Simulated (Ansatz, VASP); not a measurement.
**Sb, level by level in two programs**

```
CELL_PARAMETERS angstrom
3.28605 0.00000 0.00000
-1.64303 2.84581 0.00000
0.00000 0.00000 5.35849
ATOMIC_POSITIONS crystal
Sb 0.66667 0.33333 0.75000
Sb 0.33333 0.66667 0.25000
```

Single points on this cell with VASP 6.6.1 and Ansatz 0.2.0. Each row is one pair of runs. Alike in all rows: spin: off; smearing: fermi-dirac, width 0.05 eV.

| level | k mesh | VASP's potentials, cutoff | Ansatz's potentials, cutoff | gap on the k mesh at the Fermi level (eV), VASP | gap on the k mesh at the Fermi level (eV), Ansatz | pressure (GPa), VASP | pressure (GPa), Ansatz |
| --- | --- | --- | --- | --- | --- | --- | --- |
| HSE06 | 6 × 6 × 4 | VASP PAW PBE potentials, release 64 (Sb), 520 eV | Ansatz PAW, 420 eV | none | none | 3.1 | 4.4 |
| LDA | 9 × 9 × 5 | VASP PAW LDA potentials, release 64 (Sb), 520 eV | Ansatz PAW, 420 eV | none | none | 1.5 | 1.4 |
| r2SCAN | 9 × 9 × 5 | VASP PAW PBE potentials, release 64 (Sb), 520 eV | Ansatz PAW, 500 eV | none | none | 5.2 | 5.3 |

Pressure (GPa): the two programs differ by at most 1.26.

VASP's potentials hold 10 valence electrons a cell and Ansatz's 30, so a difference there can come from the potentials and not from the codes.

A gap of «none» marks a metal or a gap that the smearing closes.

The k mesh is coarse in some rows, so the values compare programs but aren't converged. Spin-orbit coupling is off throughout.
